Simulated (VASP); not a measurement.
The system is VCrC2.

```xyz
4
Lattice="1.4606 0.8433 4.7394 -1.4606 0.8433 4.7394 0.0000 -1.6866 4.7394" Properties=species:S:1:pos:R:3 pbc="T T T"
Cr    0.0000    0.0000    7.1091
V     0.0000    0.0000    0.0000
C     0.0000    0.0000    3.5369
C     0.0000    0.0000   10.6813
```

Base run:

```yaml
Program: VASP 6.6.1
Functional: PBEsol
Potentials_or_basis: VASP PAW PBE potentials, release 64 (Cr_pv, V_sv, C)
Cutoff: 520 eV
k_mesh: 9 × 9 × 9
Occupations: fermi-dirac, width 0.05 eV
Spin: collinear spin, ferromagnetic start
Starting_moments: "[6.0, 4.0, 0.0, 0.0] μB"
Fixed_moment: 10 μB
```

Its results: pressure 102.8 GPa; site moments Cr +3.78; V +3.03; C +0.85 μB; largest force 0.281 eV/Å.

**Question.** The run is repeated on the same cell with these changes: fixed moment from 10 μB to 6.2 μB; moments at the start from [6.0, 4.0, 0.0, 0.0] to [3.72, 2.48, 0.0, 0.0]. What comes out?

**Answer.** Pressure 40.2 GPa; site moments Cr +2.93; V +1.88; C +0.32 μB; largest force 0.097 eV/Å.

Caveats: the cell stands under pressure; the PAW data sets were made with another functional, which shifts forces and pressure a little; the total moment is fixed, so each spin has its own Fermi level.
